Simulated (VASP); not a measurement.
# LiCl2 (P6_422) in VASP: a series of runs

Runs on LiCl2. Level: PBE. Tasks: single point.

All numbers are computed with VASP 6.6.1; they aren't measurements. Logs are shortened: lines on timing, memory, paths and dates and some standing lists are left out, and cuts for length are marked.

**1. The cell of the first run**

Symmetry: P6_422, No. 181, hexagonal system. Conventional cell: a = 7.133 Å, b = 7.133 Å, c = 4.561 Å, α = 90.00°, β = 90.00°, γ = 120.00°. Li (site symmetry 222) has 4 Cl at 2.46 Å within 3.3 Å. Within 3.3 Å of Cl (site symmetry 2) lie 2 Li at 2.46 Å and 2 Cl at 2.78 Å.

**2. Single point, PBE**

The input, INCAR:

```
ALGO = Normal
EDIFF = 1E-6
ENCUT = 520
GGA = PE
ISIF = 2
ISMEAR = 0
LASPH = True
LCHARG = False
LREAL = False
LWAVE = False
NBANDS = 36
NELM = 80
PREC = Accurate
SIGMA = 0.1
```

The input, KPOINTS:

```
k-points
0
Gamma
  6 6 8
```

The input, POSCAR:

```
LiCl2
1.0
    7.1332704082      0.0000000000      0.0000000000
   -3.5666352041      6.1775933856      0.0000000000
    0.0000000000      0.0000000000      4.5607791707
Li Cl
3 6
Direct
    0.5000000000      0.0000000000      0.0000000000
    0.5000000000      0.5000000000      0.6666666667
    0.0000000000      0.5000000000      0.3333333333
    0.1883205206      0.3766410413      0.0000000000
    0.8116794794      0.1883205206      0.6666666667
    0.6233589587      0.8116794794      0.3333333333
    0.8116794794      0.6233589587      0.0000000000
    0.1883205206      0.8116794794      0.6666666667
    0.3766410413      0.1883205206      0.3333333333
```

Potentials or basis: VASP PAW PBE potentials, release 64 (Li_sv, Cl).

Launch:

```
$ cat potpaw_PBE.64/Li_sv/POTCAR potpaw_PBE.64/Cl/POTCAR > POTCAR
$ mpirun -np 1 vasp_std > vasp.out
```

OUTCAR:

```text
EDIFF = 1E-6
   ENCUT = 520
   GGA = PE
   ISIF = 2
   ISMEAR = 0
   LASPH = True
   LREAL = False
   NELM = 80
   PREC = Accurate

 ion  position               nearest neighbor table
   1  0.500  0.000  0.000-   6 2.46   9 2.46   8 2.46   5 2.46
   2  0.500  0.500  0.667-   4 2.46   7 2.46   6 2.46   9 2.46
   3  0.000  0.500  0.333-   4 2.46   7 2.46   5 2.46   8 2.46
   4  0.188  0.377  0.000-   3 2.46   2 2.46
   5  0.812  0.188  0.667-   1 2.46   3 2.46
   6  0.623  0.812  0.333-   1 2.46   2 2.46
   7  0.812  0.623  0.000-   3 2.46   2 2.46
   8  0.188  0.812  0.667-   1 2.46   3 2.46
   9  0.377  0.188  0.333-   1 2.46   2 2.46

  LATTYP: Found a hexagonal cell.
 ALAT       =     7.1332704082
 C/A-ratio  =     0.6393672060

  Lattice vectors:

 A1 = (   7.1332704082,   0.0000000000,   0.0000000000)
 A2 = (  -3.5666352041,   6.1775933856,   0.0000000000)
 A3 = (   0.0000000000,   0.0000000000,   4.5607791707)

Analysis of symmetry for initial positions (statically):
=====================================================================
 Subroutine PRICEL returns:
 Original cell was already a primitive cell.

 Routine SETGRP: Setting up the symmetry group for a
 hexagonal supercell.

 Subroutine GETGRP returns: Found 12 space group operations
 (whereof  4 operations were pure point group operations)
 out of a pool of 24 trial point group operations.

The static configuration has the point symmetry D_2 .
 The point group associated with its full space group is D_6 .

Analysis of symmetry for dynamics (positions and initial velocities):
=====================================================================
 Subroutine PRICEL returns:
 Original cell was already a primitive cell.

 Routine SETGRP: Setting up the symmetry group for a
 hexagonal supercell.

 Subroutine GETGRP returns: Found 12 space group operations
 (whereof  4 operations were pure point group operations)
 out of a pool of 24 trial point group operations.

The dynamic configuration has the point symmetry D_2 .
 The point group associated with its full space group is D_6 .

 Subroutine INISYM returns: Found 12 space group operations
 (whereof  4 operations are pure point group operations),
 and found     1 'primitive' translations

----------------------------------------------------------------------------------------

                                     Primitive cell

  volume of cell :     200.9773

  direct lattice vectors                    reciprocal lattice vectors
     7.133270408  0.000000000  0.000000000     0.140188153  0.080937668  0.000000000
    -3.566635204  6.177593386  0.000000000     0.000000000  0.161875335  0.000000000
     0.000000000  0.000000000  4.560779171     0.000000000  0.000000000  0.219260780

  length of vectors
     7.133270408  7.133270408  4.560779171     0.161875335  0.161875335  0.219260780

  position of ions in fractional coordinates (direct lattice)
     0.500000000  0.000000000  0.000000000
     0.500000000  0.500000000  0.666666667
     0.000000000  0.500000000  0.333333333
     0.188320521  0.376641041  0.000000000
     0.811679479  0.188320521  0.666666667
     0.623358959  0.811679479  0.333333333
     0.811679479  0.623358959  0.000000000
     0.188320521  0.811679479  0.666666667
     0.376641041  0.188320521  0.333333333

  ion indices of the primitive-cell ions
   primitive index   ion index
                 1           1
                 2           2
                 3           3
                 4           4
                 5           5
                 6           6
                 7           7
                 8           8
                 9           9

----------------------------------------------------------------------------------------

 KPOINTS: k-points

Automatic generation of k-mesh.
 Grid dimensions read from file:
 generate k-points for:    6    6    8

 Generating k-lattice:

  Cartesian coordinates                     Fractional coordinates (reciprocal lattice)
     0.023364692  0.013489611  0.000000000     0.166666667  0.000000000  0.000000000
     0.000000000  0.026979223  0.000000000     0.000000000  0.166666667  0.000000000
     0.000000000  0.000000000  0.027407598     0.000000000  0.000000000  0.125000000

  Length of vectors
     0.026979223  0.026979223  0.027407598

  Shift w.r.t. Gamma in fractional coordinates (k-lattice)
     0.000000000  0.000000000  0.000000000

 Subroutine IBZKPT returns following result:
 ===========================================

 Found     35 irreducible k-points:

 Following reciprocal coordinates:
            Coordinates               Weight
  0.000000  0.000000  0.000000      1.000000
  0.166667 -0.000000  0.000000      6.000000
  0.333333  0.000000  0.000000      6.000000
  0.500000  0.000000  0.000000      3.000000
  0.166667  0.166667  0.000000      6.000000
  0.333333  0.166667  0.000000     12.000000
[... 16 lines left out ...]
  0.166667 -0.000000  0.375000     12.000000
  0.333333  0.000000  0.375000     12.000000
 [... further k-points ...]
   k-points           NKPTS =     35   k-points in BZ     NKDIM =     35   number of bands    NBANDS=     36
   number of dos      NEDOS =    301   number of ions     NIONS =      9
   total plane-waves  NPLWV = 104976
   dimension x,y,z NGX =    54 NGY =   54 NGZ =   36
   dimension x,y,z NGXF=   108 NGYF=  108 NGZF=   72
   ions per type =               3   6
   NGX,Y,Z   is equivalent  to a cutoff of  12.59, 12.59, 13.12 a.u.
   NGXF,Y,Z  is equivalent  to a cutoff of  25.17, 25.17, 26.24 a.u.
 SYSTEM =  unknown system
   PREC   = accura    normal or accurate (medium, high low for compatibility)
   ISTART =      0    job   : 0-new  1-cont  2-samecut
   ICHARG =      2    charge: 1-file 2-atom 10-const
   ISPIN  =      1    spin polarized calculation?
   LNONCOLLINEAR =      F non collinear calculations
   LSORBIT =      F    spin-orbit coupling
   LASPH  =      T    aspherical Exc in radial PAW
   ENCUT  =  520.0 eV  38.22 Ry    6.18 a.u.  13.26 13.26  8.48*2*pi/ulx,y,z
   NELM   =     80;   NELMIN=  2; NELMDL= -5     # of ELM steps
   EDIFF  = 0.1E-05   stopping-criterion for ELM
   LREAL  =      F    real-space projection
   EDIFFG = 0.1E-04   stopping-criterion for IOM
   NSW    =      0    number of steps for IOM
   IBRION =     -1    ionic relax: 0-MD 1-quasi-New 2-CG
   NFREE  =      0    steps in history (QN), initial steepest desc. (CG)
   ISIF   =      2    stress and relaxation
   ISYM   =      2    0-nonsym 1-usesym 2-fastsym
   POTIM  = 0.5000    time-step for ionic-motion
   TEBEG  =    0.0;   TEEND  =   0.0 temperature during run
   PSTRESS=    0.0 pullay stress
   NELECT =      51.0000    total number of electrons
   NUPDOWN=      -1.0000    fix difference up-down
   EMIN   =  10.00;   EMAX   =-10.00  energy-range for DOS
   EFERMI =   0.00;   METHOD = LEGACY
   ISMEAR =     0;   SIGMA  =   0.10  broadening in eV -4-tet -1-fermi 0-gaus
   EFERMI_NEDOS =   21; number of points for ismear=-14 and -15
   IALGO  =     38    algorithm
   IMIX   =      4    mixing-type and parameters
     AMIX     =   0.40;   BMIX     =  1.00
     AMIX_MAG =   1.60;   BMIX_MAG =  1.00
  volume/ion in A,a.u.               =      22.33       150.70
  Fermi-wavevector in a.u.,A,eV,Ry     =   1.036452  1.958610 14.615825  1.074233
  Thomas-Fermi vector in A             =   2.170843
   LORBIT       =      0    0 simple, 1 ext, 2 COOP (PROOUT), +10 PAW based schemes
   GGA     = PE    functional components
   LHFCALC =     F    Hartree Fock is set to
   AEXX    =    0.0000 exact exchange contribution
   IVDW    =     0    specifies the selected vdW correction
   LEPSILON=     F    determine dielectric tensor
   LRPA    =     F    only Hartree local field effects (RPA)
 non-spin polarized calculation
 Gauss-broadening in eV      SIGMA  =   0.10
  energy-cutoff  :      520.00
  volume of cell :      200.98
 maximum number of plane-waves:      5443
 NGX is ok and might be reduce to    54
   NGX = 27   NGY = 27   NGZ = 17

 number of electron      51.0000029 magnetization

 Free energy of the ion-electron system (eV)
  ---------------------------------------------------
  ext. energy  EPLUGINS =         0.00000000
  ---------------------------------------------------
  free energy    TOTEN  =       -24.95123290 eV

  energy without entropy =      -24.91813301  energy(sigma->0) =      -24.93468295

 E-fermi :   0.3050     XC(G=0):  -8.0010

 val. band max:        0.2845761338   @ k =   0.1667  -0.0000   0.0000
 cond. band min:       0.3074721532   @ k =   0.3333   0.0000   0.3750
 fundamental gap:      0.0228960194
 Fermi energy:         0.3050146509

 k-point     1 :       0.0000    0.0000    0.0000
  band No.  band energies     occupation
      1     -44.3934      2.00000
      2     -44.3929      2.00000
      3     -44.3929      2.00000
      4     -14.4040      2.00000
      5     -13.7674      2.00000
      6     -13.7674      2.00000
[... 28 lines left out ...]
     35       9.7785      0.00000
     36       9.7802      0.00000

 k-point     2 :       0.1667   -0.0000    0.0000
  band No.  band energies     occupation
      1     -44.3934      2.00000
      2     -44.3929      2.00000
      3     -44.3929      2.00000
      4     -14.3700      2.00000
      5     -13.8159      2.00000
      6     -13.7824      2.00000
[... 28 lines left out ...]
     35       9.6307      0.00000
     36       9.6400      0.00000

 k-point     3 :       0.3333    0.0000    0.0000
  band No.  band energies     occupation
      1     -44.3933      2.00000
      2     -44.3930      2.00000
      3     -44.3929      2.00000
      4     -14.2752      2.00000
      5     -13.9422      2.00000
      6     -13.8100      2.00000
[... 28 lines left out ...]
     35       9.5882      0.00000
     36       9.5983      0.00000

 k-point     4 :       0.5000    0.0000    0.0000
  band No.  band energies     occupation
      1     -44.3932      2.00000
      2     -44.3930      2.00000
      3     -44.3929      2.00000
      4     -14.1766      2.00000
      5     -14.0571      2.00000
      6     -13.8227      2.00000
[... 28 lines left out ...]
     35       9.5000      0.00000
     36       9.8378      0.00000

 k-point     5 :       0.1667    0.1667    0.0000
  band No.  band energies     occupation
      1     -44.3933      2.00000
      2     -44.3930      2.00000
      3     -44.3929      2.00000
      4     -14.3054      2.00000
      5     -13.8842      2.00000
      6     -13.8271      2.00000
[... 655 lines left out ...]
 k-point    22 :       0.0000    0.0000    0.3750
  band No.  band energies     occupation
      1     -44.3932      2.00000
      2     -44.3930      2.00000
      3     -44.3928      2.00000
      4     -14.1438      2.00000
      5     -13.8935      2.00000
      6     -13.7730      2.00000
[... 28 lines left out ...]
     35       9.1653      0.00000
     36       9.4476      0.00000

 k-point    23 :       0.1667   -0.0000    0.3750
  band No.  band energies     occupation
      1     -44.3932      2.00000
      2     -44.3930      2.00000
      3     -44.3928      2.00000
      4     -14.1361      2.00000
      5     -13.9378      2.00000
      6     -13.7166      2.00000
[... 28 lines left out ...]
     35       9.1974      0.00000
     36       9.3066      0.00000

 k-point    24 :       0.3333    0.0000    0.3750
  band No.  band energies     occupation
      1     -44.3932      2.00000
      2     -44.3930      2.00000
      3     -44.3929      2.00000
      4     -14.1270      2.00000
      5     -13.9743      2.00000
      6     -13.6490      2.00000
[... 28 lines left out ...]
     35       9.1014      0.00000
     36       9.2699      0.00000

 [... further k-points ...]
[... 5 lines left out ...]
  --------------------------------------------------------------------------------------
  -------------------------------------------------------------------------------------
  Total       -0.1001235     -0.1001235     -0.1000555      0.0000000     -0.0000000      0.0000000
  in kB       -0.7981779     -0.7981779     -0.7976356      0.0000000     -0.0000000      0.0000000
  external PRESSURE =      -0.7979971 kB  Pullay stress =       0.0000000 kB

 VOLUME and BASIS-vectors are now :
 -----------------------------------------------------------------------------
  energy-cutoff  :      520.00
  volume of cell :      200.98
      direct lattice vectors                 reciprocal lattice vectors
     7.133270408  0.000000000  0.000000000     0.140188153  0.080937668  0.000000000
    -3.566635204  6.177593386  0.000000000     0.000000000  0.161875335  0.000000000
     0.000000000  0.000000000  4.560779171     0.000000000  0.000000000  0.219260780

 POSITION                                       TOTAL-FORCE (eV/Angst)
 -----------------------------------------------------------------------------------
      3.56664      0.00000      0.00000        -0.000000      0.000000     -0.000000
      1.78332      3.08880      3.04052        -0.000000      0.000000     -0.000000
     -1.78332      3.08880      1.52026        -0.000000      0.000000     -0.000000
     -0.00000      2.32674      0.00000        -0.000000     -0.010737     -0.000000
      5.11826      1.16337      3.04052         0.009298     -0.005368     -0.000000
      1.55162      5.01423      1.52026         0.009298      0.005368      0.000000
      3.56664      3.85086      0.00000         0.000000      0.010737     -0.000000
     -1.55162      5.01423      3.04052        -0.009298      0.005368      0.000000
      2.01501      1.16337      1.52026        -0.009298     -0.005368      0.000000
 -----------------------------------------------------------------------------------
    total drift:                               -0.000000      0.000000      0.000001

  FREE ENERGIE OF THE ION-ELECTRON SYSTEM (eV)
  ---------------------------------------------------
  free  energy   TOTEN  =       -24.9512328975 eV

  energy  without entropy=      -24.9181330050  energy(sigma->0) =      -24.93468295
```

It took 7.5 min on 1 thread of Intel Xeon 8259CL, shared host; peak memory 0.4 GiB.

Results:

- Free energy: -24.9512 eV
- Largest force: 0.011 eV/Å
- Band gap on the k mesh: zero (an odd number of electrons rules out a gap without spin polarisation)

Forces in eV/Å, atoms in the order of the input:
```
Li   0.000  0.000  0.000
Li   0.000  0.000  0.000
Li   0.000  0.000  0.000
Cl   0.000 -0.011  0.000
Cl   0.009 -0.005  0.000
Cl   0.009  0.005  0.000
Cl   0.000  0.011  0.000
Cl  -0.009  0.005  0.000
Cl  -0.009 -0.005  0.000
```

Caveat: the cutoff is under 1.25 times the usual one of these potentials, so pressure, stress and relaxed cells hold a basis-set (Pulay) error; an odd number of electrons without spin polarisation forces a metal; a magnetic or distorted state may lie lower.

**3. Single point, PBE**

The input, INCAR:

```
PREC = Accurate ; ENCUT = 520
EDIFF = 1E-6 ; ISMEAR = 0
SIGMA = 0.1 ; LREAL = False
LASPH = True ; NELM = 100
ALGO = Normal ; ISIF = 2
LWAVE = False ; LCHARG = False
GGA = PE ; NBANDS = 36
```

The input, KPOINTS:

```
regular mesh
0
Gamma
  12 12 6
```

POSCAR is that of step 2.

Potentials or basis: VASP PAW PBE potentials, release 64 (Li_sv, Cl).

Launch:

```
$ cat potpaw_PBE.64/Li_sv/POTCAR potpaw_PBE.64/Cl/POTCAR > POTCAR
$ mpirun -np 1 vasp_std > vasp.out
```

It took 17 min on 1 thread of Intel Xeon 8259CL, shared host; peak memory 0.56 GiB.

It converged, with:

* Free energy: -24.9486 eV
* Largest force: 0.004 eV/Å
* Band gap on the k mesh: zero (an odd number of electrons rules out a gap without spin polarisation)

Forces on the atoms (eV/Å):
```
Li   0.000  0.000  0.000
Li   0.000  0.000  0.000
Li   0.000  0.000  0.000
Cl   0.000 -0.004  0.000
Cl   0.004 -0.002  0.000
Cl   0.004  0.002  0.000
Cl   0.000  0.004  0.000
Cl  -0.004  0.002  0.000
Cl  -0.004 -0.002  0.000
```

Levels at points of the mesh, in eV from the Fermi level:
```tsv
k point	band 23	band 24	band 25	band 26	band 27	band 28	band 29	band 30
(0.00, 0.00, 0.00)	-0.89	-0.89	-0.03	-0.03	0.67	5.18	6.39	6.39
(0.50, 0.00, 0.00)	-1.01	-0.48	-0.44	-0.23	0.40	6.01	6.08	6.68
(0.00, 0.00, 0.50)	-0.86	-0.56	-0.56	-0.23	0.20	7.52	7.52	7.58
(0.50, 0.00, 0.50)	-0.91	-0.67	-0.50	0.06	0.56	6.99	7.25	7.35
```

Caveat: the cutoff is under 1.25 times the usual one of these potentials, so pressure, stress and relaxed cells hold a basis-set (Pulay) error; an odd number of electrons without spin polarisation forces a metal; a magnetic or distorted state may lie lower.
